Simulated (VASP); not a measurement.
# HfO2: elastic constants with PBE

HfO2:

```
Hf O
1.0
     0.00000    2.54881    2.54881
     2.54881    0.00000    2.54881
     2.54881    2.54881    0.00000
Hf O
1 2
Direct
  0.00000 0.00000 0.00000
  0.25000 0.25000 0.25000
  0.75000 0.75000 0.75000
```

```
Program                   : VASP 6.6.1
Task                      : elastic constants
Functional                : PBE
Potentials or basis       : VASP PAW PBE potentials, release 64 (Hf_pv, O)
Cutoff                    : 600 eV
k mesh                    : 8 × 8 × 8
Occupations               : gaussian, width 0.01 eV
Spin                      : no spin polarisation
Dipole correction         : no
Ions in elastic constants : relaxed
Further INCAR settings    : ALGO = Normal; EDIFF = 1e-08; NBANDS = 18; IBRION = 6; POTIM = 0.015; NSW = 1; ISIF = 3
```

* Elastic constants C11, C12, C44: 544, 86, 64 GPa
* Voigt bulk modulus: 239 GPa
* Highest phonon frequency at Γ, LO-TO splitting left out: 559 cm⁻¹

Phonon frequencies in cm⁻¹ (negative: imaginary):
| q point | frequencies |
| --- | --- |
| (0.000, 0.000, 0.000) | 0 0 0 208 208 208 559 559 559 |

Elastic tensor in Voigt notation (GPa, in the Cartesian axes of the cell as first typed):
```
544  86  86   0   0   0
 86 544  86   0   0   0
 86  86 544   0   0   0
  0   0   0  64   0   0
  0   0   0   0  64   0
  0   0   0   0   0  64
```

Clamped-ion elastic tensor (GPa):
```
544  86  86   0   0   0
 86 544  86   0   0   0
 86  86 544   0   0   0
  0   0   0  83   0   0
  0   0   0   0  83   0
  0   0   0   0   0  83
```

It took 7 min on 1 thread of Intel(R) Xeon(R) 6975P-C (Granite Rapids), with other jobs on the host, peak memory 0.37 GiB.

Caveat: the cell is under stress, which shifts elastic constants.
